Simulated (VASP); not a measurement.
TePtSe3:

```
Te Pt Se
1.0
     3.01761    1.74222    3.88486
    -3.01761    1.74222    3.88486
     0.00000   -3.48443    3.88486
Te Pt Se
1 1 3
Direct
  0.50000 0.50000 0.50000
  0.00000 0.00000 0.00000
  0.00000 0.00000 0.50000
  0.50000 0.00000 0.00000
  0.00000 0.50000 0.00000
```

The cell was built from a structure type or drawn by symmetry, and may not be a known phase.

```yaml
Program: VASP 6.6.1
Task: relaxation of cell and atoms
Functional: PBE
Potentials_or_basis: VASP PAW PBE potentials, release 64 (Te, Pt, Se)
Cutoff: 600 eV
k_mesh: 6 × 6 × 6
Occupations: gaussian, width 0.1 eV
Spin: no spin polarisation
```

At the start: pressure 0.8 GPa; volume 24.51 Å³/atom.

Q: Where does the relaxation end?

A: Over 5 steps the energy falls by 2.9 meV/atom and the volume is 24.69 Å³/atom (+0.7 %); space group R-3m (No. 166, to 0.1 Å) before and after.

Step by step:
```
step  energy change (eV)  largest force (eV/Å)  pressure (GPa)  volume (Å³)
   1              0.0000                0.0000            0.76       122.54
   2             -0.0097                0.0000           -0.55       124.61
   3             -0.0098                0.0000           -0.44       124.43
   4             -0.0140                0.0000           -0.15       123.81
   5             -0.0147                0.0000            0.03       123.44
```

Final structure:
```
Te Pt Se
1.0
     3.05302    1.76266    3.82313
    -3.05302    1.76266    3.82313
     0.00000   -3.52533    3.82313
Te Pt Se
1 1 3
Direct
  0.50000 0.50000 0.50000
  0.00000 0.00000 0.00000
  0.00000 0.00000 0.50000
  0.50000 0.00000 0.00000
  0.00000 0.50000 0.00000
```
